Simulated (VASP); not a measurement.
# ZrSiO (P4/nmm) in VASP: notebook

The runs below take ZrSiO through single point, with PBEsol.

Everything below comes from runs of VASP 6.6.1. Logs are shortened: lines on timing, memory, paths and dates and some standing lists are left out, and cuts for length are marked.

### Step 1. The cell of the first run

Symmetry: P4/nmm, No. 129, tetragonal system. The conventional cell has a = 3.181 Å, b = 3.181 Å, c = 7.045 Å, α = 90.00°, β = 90.00°, γ = 90.00°. Zr (site symmetry 4mm) has 5 O at 2.13 to 2.32 Å and 4 Si at 2.69 Å within 2.8 Å. Within 3.0 Å of Si (site symmetry -4m2) lie 4 Si at 2.25 Å and 4 Zr at 2.69 Å. O (site symmetry 4mm) has 5 Zr at 2.13 to 2.32 Å and 4 O at 2.74 Å within 2.8 Å.

### Step 2. Single point, PBEsol

Input file INCAR:

```
PREC = Accurate ; ENCUT = 520
EDIFF = 1E-6 ; ISMEAR = -1
SIGMA = 0.1 ; LREAL = False
LASPH = True ; NELM = 100
ALGO = Normal ; ISIF = 2
LWAVE = False ; LCHARG = False
GGA = PS ; NBANDS = 31
```

Input file KPOINTS:

```
regular mesh
0
Gamma
  7 7 3
```

Input file POSCAR:

```
ZrSiO
1.0
    3.1814932022      0.0000000000      0.0000000000
    0.0000000000      3.1814932022      0.0000000000
    0.0000000000      0.0000000000      7.0451552238
Zr Si O
2 2 2
Direct
    0.0000000000      0.5000000000      0.6915900000
    0.5000000000      0.0000000000      0.3084100000
    0.5000000000      0.5000000000      0.0000000000
    0.0000000000      0.0000000000      0.0000000000
    0.0000000000      0.5000000000      0.3887060000
    0.5000000000      0.0000000000      0.6112940000
```

Potentials or basis: VASP PAW PBE potentials, release 64 (Zr_sv, Si, O).

Launch:

```console
> cat potpaw_PBE.64/Zr_sv/POTCAR potpaw_PBE.64/Si/POTCAR potpaw_PBE.64/O/POTCAR > POTCAR
> mpirun -np 1 vasp_std > vasp.out
```

OUTCAR:

```text
PREC = Accurate
   ENCUT = 520
   EDIFF = 1E-6
   ISMEAR = -1
   LREAL = False
   LASPH = True
   NELM = 100
   ISIF = 2
   GGA = PS

 ion  position               nearest neighbor table
   1  0.000  0.500  0.692-   5 2.13   6 2.32   6 2.32   6 2.32   6 2.32   3 2.69   3 2.69   4 2.69
                             4 2.69   2 3.51   2 3.51   2 3.51   2 3.51
   2  0.500  0.000  0.308-   6 2.13   5 2.32   5 2.32   5 2.32   5 2.32   3 2.69   4 2.69   4 2.69
                             3 2.69   1 3.51   1 3.51   1 3.51   1 3.51
   3  0.500  0.500  0.000-   4 2.25   4 2.25   4 2.25   4 2.25   2 2.69   1 2.69   1 2.69   2 2.69

   4  0.000  0.000  0.000-   3 2.25   3 2.25   3 2.25   3 2.25   2 2.69   2 2.69   1 2.69   1 2.69

   5  0.000  0.500  0.389-   1 2.13   2 2.32   2 2.32   2 2.32   2 2.32
   6  0.500  0.000  0.611-   2 2.13   1 2.32   1 2.32   1 2.32   1 2.32

  LATTYP: Found a simple tetragonal cell.
 ALAT       =     3.1814932022
 C/A-ratio  =     2.2144178145

  Lattice vectors:

 A1 = (   3.1814932022,   0.0000000000,   0.0000000000)
 A2 = (   0.0000000000,   3.1814932022,   0.0000000000)
 A3 = (   0.0000000000,   0.0000000000,   7.0451552238)

Analysis of symmetry for initial positions (statically):
=====================================================================
 Subroutine PRICEL returns:
 Original cell was already a primitive cell.

 Routine SETGRP: Setting up the symmetry group for a
 simple tetragonal supercell.

 Subroutine GETGRP returns: Found 16 space group operations
 (whereof  8 operations were pure point group operations)
 out of a pool of 16 trial point group operations.

The static configuration has the point symmetry D_2d.
 The point group associated with its full space group is D_4h.

Analysis of symmetry for dynamics (positions and initial velocities):
=====================================================================
 Subroutine PRICEL returns:
 Original cell was already a primitive cell.

 Routine SETGRP: Setting up the symmetry group for a
 simple tetragonal supercell.

 Subroutine GETGRP returns: Found 16 space group operations
 (whereof  8 operations were pure point group operations)
 out of a pool of 16 trial point group operations.

The dynamic configuration has the point symmetry D_2d.
 The point group associated with its full space group is D_4h.

 Subroutine INISYM returns: Found 16 space group operations
 (whereof  8 operations are pure point group operations),
 and found     1 'primitive' translations

[... 99 lines left out ...]
   EDIFFG = 0.1E-04   stopping-criterion for IOM
   NSW    =      0    number of steps for IOM
   IBRION =     -1    ionic relax: 0-MD 1-quasi-New 2-CG
   NFREE  =      0    steps in history (QN), initial steepest desc. (CG)
   ISIF   =      2    stress and relaxation
   ISYM   =      2    0-nonsym 1-usesym 2-fastsym
   POTIM  = 0.5000    time-step for ionic-motion
   TEBEG  =    0.0;   TEEND  =   0.0 temperature during run
   PSTRESS=    0.0 pullay stress
   NELECT =      44.0000    total number of electrons
   NUPDOWN=      -1.0000    fix difference up-down
   EMIN   =  10.00;   EMAX   =-10.00  energy-range for DOS
   EFERMI =   0.00;   METHOD = LEGACY
   ISMEAR =    -1;   SIGMA  =   0.10  broadening in eV -4-tet -1-fermi 0-gaus
   EFERMI_NEDOS =   21; number of points for ismear=-14 and -15
   IALGO  =     38    algorithm
   IMIX   =      4    mixing-type and parameters
     AMIX     =   0.40;   BMIX     =  1.00
     AMIX_MAG =   1.60;   BMIX_MAG =  1.00
  volume/ion in A,a.u.               =      11.89        80.20
  Fermi-wavevector in a.u.,A,eV,Ry     =   1.393718  2.633745 26.428630  1.942449
  Thomas-Fermi vector in A             =   2.517337
   LORBIT       =      0    0 simple, 1 ext, 2 COOP (PROOUT), +10 PAW based schemes
   GGA     = PS    functional components
   LHFCALC =     F    Hartree Fock is set to
   AEXX    =    0.0000 exact exchange contribution
   IVDW    =     0    specifies the selected vdW correction
   LEPSILON=     F    determine dielectric tensor
   LRPA    =     F    only Hartree local field effects (RPA)
 non-spin polarized calculation
  energy-cutoff  :      520.00
  volume of cell :       71.31
 maximum number of plane-waves:      1944
 NGX is ok and might be reduce to    24
   NGX = 11   NGY = 11   NGZ = 27

 number of electron      43.9999994 magnetization

 Free energy of the ion-electron system (eV)
  ---------------------------------------------------
  ext. energy  EPLUGINS =         0.00000000
  ---------------------------------------------------
  free energy    TOTEN  =       -51.00020724 eV

  energy without entropy =      -50.95969697  energy(sigma->0) =      -50.97995211

 E-fermi :  12.2329     XC(G=0): -12.4426

 val. band max:       12.1171908452   @ k =   0.2857   0.1429   0.0000
 cond. band min:      12.4277142701   @ k =   0.2857   0.1429   0.3333
 fundamental gap:      0.3105234249
 Fermi energy:        12.2329412067

 k-point     1 :       0.0000    0.0000    0.0000
  band No.  band energies     occupation
      1     -37.5053      2.00000
      2     -37.4604      2.00000
      3     -16.1656      2.00000
      4     -15.6183      2.00000
      5     -15.3862      2.00000
      6     -15.3862      2.00000
[... 669 lines left out ...]
     30      16.5588      0.00000
     31      17.9904      0.00000

------------------------ aborting loop because EDIFF is reached ----------------------------------------

  FORCE on cell =-STRESS in cart. coord.  units (eV):
  Direction    XX          YY          ZZ          XY          YZ          ZX
  --------------------------------------------------------------------------------------
  -------------------------------------------------------------------------------------
  Total        8.8558203      8.8558203     10.5774536      0.0000000      0.0000000      0.0000000
  in kB      198.9696382    198.9696382    237.6507252      0.0000000      0.0000000      0.0000000
  external PRESSURE =     211.8633339 kB  Pullay stress =       0.0000000 kB

 VOLUME and BASIS-vectors are now :
 -----------------------------------------------------------------------------
  energy-cutoff  :      520.00
  volume of cell :       71.31
      direct lattice vectors                 reciprocal lattice vectors
     3.181493202  0.000000000  0.000000000     0.314317818  0.000000000  0.000000000
     0.000000000  3.181493202  0.000000000     0.000000000  0.314317818  0.000000000
     0.000000000  0.000000000  7.045155224     0.000000000  0.000000000  0.141941514

 POSITION                                       TOTAL-FORCE (eV/Angst)
 -----------------------------------------------------------------------------------
      0.00000      1.59075      4.87236         0.000000      0.000000     -0.255227
      1.59075      0.00000      2.17280        -0.000000      0.000000      0.255227
      1.59075      1.59075      0.00000         0.000000      0.000000     -0.000000
      0.00000      0.00000      0.00000         0.000000      0.000000     -0.000000
      0.00000      1.59075      2.73849         0.000000     -0.000000     -0.407398
      1.59075      0.00000      4.30666        -0.000000      0.000000      0.407398
 -----------------------------------------------------------------------------------
    total drift:                                0.000000      0.000000      0.000000

  FREE ENERGIE OF THE ION-ELECTRON SYSTEM (eV)
  ---------------------------------------------------
  free  energy   TOTEN  =       -51.0002072371 eV

  energy  without entropy=      -50.9596969731  energy(sigma->0) =      -50.97995211
```

OSZICAR:

```text
N       E                     dE             d eps       ncg     rms          rms(c)
DAV:   1     0.347195702688E+03    0.34720E+03   -0.23361E+04  1240   0.140E+03
DAV:   2    -0.279463381991E+02   -0.37514E+03   -0.36035E+03  1435   0.381E+02
DAV:   3    -0.554717442127E+02   -0.27525E+02   -0.27255E+02  1936   0.896E+01
DAV:   4    -0.570069606749E+02   -0.15352E+01   -0.15318E+01  1795   0.176E+01
DAV:   5    -0.570435873810E+02   -0.36627E-01   -0.36624E-01  1763   0.262E+00    0.313E+01
DAV:   6    -0.510751860145E+02    0.59684E+01   -0.27630E+01  1494   0.290E+01    0.135E+01
DAV:   7    -0.510292512465E+02    0.45935E-01   -0.23722E+00  1829   0.829E+00    0.784E+00
DAV:   8    -0.509993891280E+02    0.29862E-01   -0.15911E-01  1585   0.264E+00    0.537E-01
DAV:   9    -0.510001631278E+02   -0.77400E-03   -0.22377E-02  1688   0.847E-01    0.370E-01
DAV:  10    -0.510002275620E+02   -0.64434E-04   -0.30100E-03  1546   0.448E-01    0.129E-01
DAV:  11    -0.510002102982E+02    0.17264E-04   -0.52003E-04  1549   0.165E-01    0.548E-02
DAV:  12    -0.510002084730E+02    0.18251E-05   -0.44888E-05  1519   0.535E-02    0.168E-02
DAV:  13    -0.510002074424E+02    0.10307E-05   -0.98879E-06  1517   0.163E-02    0.379E-03
DAV:  14    -0.510002072371E+02    0.20525E-06   -0.15979E-06  1180   0.729E-03
   1 F= -.51000207E+02 E0= -.50979952E+02  d E =-.405103E-01
```

Run time: 45 s. Hardware: 1 thread of Intel Xeon 6975P-C (Granite Rapids), shared host; peak memory 0.19 GiB.

Results:

| Property | Result |
| --- | --- |
| Free energy | -51.0002 eV |
| Pressure | 21.2 GPa |
| Largest force | 0.407 eV/Å |
| Band gap on the k mesh | zero (bands 22 and 23 overlap by 0.52 eV) |

Forces in eV/Å, atoms in the order of the input:
```
Zr   0.000  0.000 -0.255
Zr   0.000  0.000  0.255
Si   0.000  0.000  0.000
Si   0.000  0.000  0.000
O    0.000  0.000 -0.407
O    0.000  0.000  0.407
```

Stress tensor (GPa, compression positive):
```
19.90  0.00  0.00
 0.00 19.90  0.00
 0.00  0.00 23.77
```

Caveat: the cell stands under pressure; the PAW data sets were made with another functional, which shifts forces and pressure a little.

### Step 3. Single point, PBEsol

This run uses another cell than the first one, of 12.43 Å³/atom.

Input file INCAR:

```
SYSTEM = ZrSiO
PREC     = Accurate       ! precision mode
ENCUT    = 520            ! plane-wave cutoff, eV
EDIFF    = 1E-6           ! SCF threshold, eV
ISMEAR   = -1             ! smearing method
SIGMA    = 0.1            ! smearing width, eV
LREAL    = .FALSE.        ! projectors in reciprocal space
LASPH    = .TRUE.         ! aspherical terms in the spheres
NELM     = 100            ! most SCF steps
ALGO     = Normal         ! electronic algorithm
ISIF     = 2              ! what is computed and relaxed
LWAVE    = .FALSE.        ! write WAVECAR
LCHARG   = .FALSE.        ! write CHGCAR
GGA      = PS             ! functional
NBANDS   = 31             ! bands
```

Input file KPOINTS:

```
regular mesh
0
G
  7 7 3
  0 0 0
```

Changes to POSCAR since step 2:

```diff
@@ -2,5 +2,5 @@
 1.0
-    3.1814932022      0.0000000000      0.0000000000
-    0.0000000000      3.1814932022      0.0000000000
-    0.0000000000      0.0000000000      7.0451552238
+    3.2289851772      0.0000000000      0.0000000000
+    0.0000000000      3.2289851772      0.0000000000
+    0.0000000000      0.0000000000      7.1503222991
 Zr Si O
```

Potentials or basis: VASP PAW PBE potentials, release 64 (Zr_sv, Si, O).

Launch:

```console
> cat potpaw_PBE.64/Zr_sv/POTCAR potpaw_PBE.64/Si/POTCAR potpaw_PBE.64/O/POTCAR > POTCAR
> mpirun -np 1 vasp_std > vasp.out
```

OUTCAR:

```text
SYSTEM = ZrSiO
   PREC = Accurate
   ENCUT = 520
   EDIFF = 1E-6
   ISMEAR = -1
   LREAL = .FALSE.
   LASPH = .TRUE.
   NELM = 100
   ISIF = 2
   GGA = PS

 ion  position               nearest neighbor table
   1  0.000  0.500  0.692-   5 2.17   6 2.35   6 2.35   6 2.35   6 2.35   3 2.73   3 2.73   4 2.73
                             4 2.73   2 3.57   2 3.57   2 3.57   2 3.57
   2  0.500  0.000  0.308-   6 2.17   5 2.35   5 2.35   5 2.35   5 2.35   3 2.73   4 2.73   4 2.73
                             3 2.73   1 3.57   1 3.57   1 3.57   1 3.57
   3  0.500  0.500  0.000-   4 2.28   4 2.28   4 2.28   4 2.28   2 2.73   1 2.73   1 2.73   2 2.73

   4  0.000  0.000  0.000-   3 2.28   3 2.28   3 2.28   3 2.28   2 2.73   2 2.73   1 2.73   1 2.73

   5  0.000  0.500  0.389-   1 2.17   2 2.35   2 2.35   2 2.35   2 2.35
   6  0.500  0.000  0.611-   2 2.17   1 2.35   1 2.35   1 2.35   1 2.35

  LATTYP: Found a simple tetragonal cell.
 ALAT       =     3.2289851772
 C/A-ratio  =     2.2144178145

  Lattice vectors:

 A1 = (   3.2289851772,   0.0000000000,   0.0000000000)
 A2 = (   0.0000000000,   3.2289851772,   0.0000000000)
 A3 = (   0.0000000000,   0.0000000000,   7.1503222991)

Analysis of symmetry for initial positions (statically):
=====================================================================
 Subroutine PRICEL returns:
 Original cell was already a primitive cell.

 Routine SETGRP: Setting up the symmetry group for a
 simple tetragonal supercell.

 Subroutine GETGRP returns: Found 16 space group operations
 (whereof  8 operations were pure point group operations)
 out of a pool of 16 trial point group operations.

The static configuration has the point symmetry D_2d.
 The point group associated with its full space group is D_4h.

Analysis of symmetry for dynamics (positions and initial velocities):
=====================================================================
 Subroutine PRICEL returns:
[... 133 lines left out ...]
     AMIX_MAG =   1.60;   BMIX_MAG =  1.00
  volume/ion in A,a.u.               =      12.43        83.85
  Fermi-wavevector in a.u.,A,eV,Ry     =   1.373219  2.595008 25.656921  1.885731
  Thomas-Fermi vector in A             =   2.498756
   LORBIT       =      0    0 simple, 1 ext, 2 COOP (PROOUT), +10 PAW based schemes
   GGA     = PS    functional components
   LHFCALC =     F    Hartree Fock is set to
   AEXX    =    0.0000 exact exchange contribution
   IVDW    =     0    specifies the selected vdW correction
   LEPSILON=     F    determine dielectric tensor
   LRPA    =     F    only Hartree local field effects (RPA)
 non-spin polarized calculation
  energy-cutoff  :      520.00
  volume of cell :       74.55
 maximum number of plane-waves:      2025
   NGX = 13   NGY = 13   NGZ = 27

 number of electron      43.9999988 magnetization

 Free energy of the ion-electron system (eV)
  ---------------------------------------------------
  ext. energy  EPLUGINS =         0.00000000
  ---------------------------------------------------
  free energy    TOTEN  =       -51.31310619 eV

  energy without entropy =      -51.26991866  energy(sigma->0) =      -51.29151243

 E-fermi :  11.6133     XC(G=0): -12.2204

 val. band max:       11.5027070490   @ k =   0.2857   0.1429   0.0000
 cond. band min:      11.7932192947   @ k =   0.2857   0.1429   0.3333
 fundamental gap:      0.2905122456
 Fermi energy:        11.6133140968

 k-point     1 :       0.0000    0.0000    0.0000
  band No.  band energies     occupation
      1     -38.2327      2.00000
      2     -38.1972      2.00000
      3     -16.7630      2.00000
      4     -16.3148      2.00000
      5     -16.1186      2.00000
      6     -16.1186      2.00000
[... 669 lines left out ...]
     30      15.6647      0.00000
     31      17.0559      0.00000

------------------------ aborting loop because EDIFF is reached ----------------------------------------

  FORCE on cell =-STRESS in cart. coord.  units (eV):
  Direction    XX          YY          ZZ          XY          YZ          ZX
  --------------------------------------------------------------------------------------
  -------------------------------------------------------------------------------------
  Total        4.2409562      4.2409562      5.2756307      0.0000000      0.0000000      0.0000000
  in kB       91.1416007     91.1416007    113.3775977      0.0000000      0.0000000      0.0000000
  external PRESSURE =      98.5535997 kB  Pullay stress =       0.0000000 kB

 VOLUME and BASIS-vectors are now :
 -----------------------------------------------------------------------------
  energy-cutoff  :      520.00
  volume of cell :       74.55
      direct lattice vectors                 reciprocal lattice vectors
     3.228985177  0.000000000  0.000000000     0.309694825  0.000000000  0.000000000
     0.000000000  3.228985177  0.000000000     0.000000000  0.309694825  0.000000000
     0.000000000  0.000000000  7.150322299     0.000000000  0.000000000  0.139853836

 POSITION                                       TOTAL-FORCE (eV/Angst)
 -----------------------------------------------------------------------------------
      0.00000      1.61449      4.94509         0.000000     -0.000000     -0.276324
      1.61449      0.00000      2.20523        -0.000000     -0.000000      0.276324
      1.61449      1.61449      0.00000         0.000000     -0.000000      0.000000
      0.00000      0.00000      0.00000         0.000000     -0.000000      0.000000
      0.00000      1.61449      2.77937         0.000000      0.000000     -0.187604
      1.61449      0.00000      4.37095        -0.000000     -0.000000      0.187604
 -----------------------------------------------------------------------------------
    total drift:                                0.000000      0.000000      0.000000

  FREE ENERGIE OF THE ION-ELECTRON SYSTEM (eV)
  ---------------------------------------------------
  free  energy   TOTEN  =       -51.3131061948 eV

  energy  without entropy=      -51.2699186603  energy(sigma->0) =      -51.29151243
```

OSZICAR:

```text
N       E                     dE             d eps       ncg     rms          rms(c)
DAV:   1     0.340824507132E+03    0.34082E+03   -0.23169E+04  1240   0.139E+03
DAV:   2    -0.306340216605E+02   -0.37146E+03   -0.35955E+03  1482   0.375E+02
DAV:   3    -0.559248974071E+02   -0.25291E+02   -0.25087E+02  1897   0.852E+01
DAV:   4    -0.574442825648E+02   -0.15194E+01   -0.15161E+01  1833   0.172E+01
DAV:   5    -0.574815867602E+02   -0.37304E-01   -0.37301E-01  1732   0.256E+00    0.285E+01
DAV:   6    -0.514222777822E+02    0.60593E+01   -0.28779E+01  1502   0.289E+01    0.121E+01
DAV:   7    -0.513499523380E+02    0.72325E-01   -0.26029E+00  1812   0.854E+00    0.724E+00
DAV:   8    -0.513119331455E+02    0.38019E-01   -0.17673E-01  1563   0.275E+00    0.586E-01
DAV:   9    -0.513130080262E+02   -0.10749E-02   -0.22055E-02  1686   0.836E-01    0.362E-01
DAV:  10    -0.513131240824E+02   -0.11606E-03   -0.30825E-03  1571   0.446E-01    0.132E-01
DAV:  11    -0.513131096755E+02    0.14407E-04   -0.57693E-04  1628   0.170E-01    0.521E-02
DAV:  12    -0.513131076842E+02    0.19913E-05   -0.45846E-05  1534   0.516E-02    0.188E-02
DAV:  13    -0.513131062920E+02    0.13922E-05   -0.96361E-06  1391   0.161E-02    0.346E-03
DAV:  14    -0.513131061948E+02    0.97179E-07   -0.16336E-06  1188   0.739E-03
   1 F= -.51313106E+02 E0= -.51291512E+02  d E =-.431875E-01
```

Wall time 45 s (1 thread of Intel Xeon 6975P-C (Granite Rapids), shared host); peak memory 0.2 GiB.

Results:

```
Free energy            : -51.3131 eV
Pressure               : 9.9 GPa
Largest force          : 0.276 eV/Å
Band gap on the k mesh : zero (bands 22 and 23 overlap by 0.42 eV)
```

Forces on the atoms (eV/Å):
```
Zr   0.000  0.000 -0.276
Zr   0.000  0.000  0.276
Si   0.000  0.000  0.000
Si   0.000  0.000  0.000
O    0.000  0.000 -0.188
O    0.000  0.000  0.188
```

Stress tensor (GPa, compression positive):
```
 9.11  0.00  0.00
 0.00  9.11  0.00
 0.00  0.00 11.34
```

Levels at points of the mesh, in eV from the Fermi level:
```
           k point  band 19  band 20  band 21  band 22  band 23  band 24  band 25  band 26
(0.00, 0.00, 0.00)    -2.93    -2.73    -2.73    -2.44    -0.23     1.08     1.27     1.27
```

Caveat: the cell stands under pressure; the PAW data sets were made with another functional, which shifts forces and pressure a little.

(Part 1 of 2 ends here.)
